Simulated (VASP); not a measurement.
Wanted: the native input for a VASP 6.6.1 run.

```yaml
Task: single point
Functional: PBEsol
Potentials_or_basis: VASP PAW PBE potentials, release 64 (Al, N)
Cutoff: 520 eV
k_mesh: 8 × 8 × 3
Occupations: gaussian, width 0.05 eV
Spin: no spin polarisation
Dipole_correction: no
Further_INCAR_settings: ALGO = Normal; EDIFF = 1e-06; NBANDS = 26
```

The structure of AlN lies in POSCAR:

```
AlN
1.0
   -3.1135599822      0.0000000000      0.0000000000
   -1.5567799911     -2.6964220408      0.0000000000
   -0.3891949978     -0.6741055102     11.1667009506
Al N
4 4
Direct
    0.3333333333      0.1315071300      0.8073048133
    0.3333333333      0.2430743354      0.3610359916
    0.6666666667      0.6321912715      0.1379015808
    0.6666666667      0.5206240660      0.5841704025
    0.3333333333      0.3120251258      0.0852328300
    0.3333333333      0.2004579204      0.5315016517
    0.6666666667      0.5895748564      0.3083672409
    0.6666666667      0.4780076510      0.7546360626
```

One way to write it, as run:

INCAR

```
SYSTEM = AlN
  PREC = Accurate
  ENCUT = 520
  EDIFF = 1E-6
  ISMEAR = 0
  SIGMA = 0.05
  LREAL = .False.
  LASPH = .True.
  NELM = 80
  ALGO = Normal
  ISIF = 2
  LWAVE = .False.
  LCHARG = .False.
  GGA = PS
  NBANDS = 26
```

KPOINTS

```
regular mesh
0
Gamma
  8 8 3
  0 0 0
```

Potentials or basis: VASP PAW PBE potentials, release 64 (Al, N).

The run is started by

```sh
$ cat potpaw_PBE.64/Al/POTCAR potpaw_PBE.64/N/POTCAR > POTCAR
$ mpirun -np 1 vasp_std > vasp.out
```

It gave:

The pressure is -3.9 GPa, the largest force is 2.223 eV/Å and the band gap on the k mesh is 0.37 eV, direct.

Caveat: the PAW data sets were made with another functional, which shifts forces and pressure a little.

Wall time 2.8 min on 1 thread of Intel(R) Xeon(R) Platinum 8375C CPU @ 2.90GHz (Ice Lake), with other jobs on the host, peak memory 0.32 GiB.
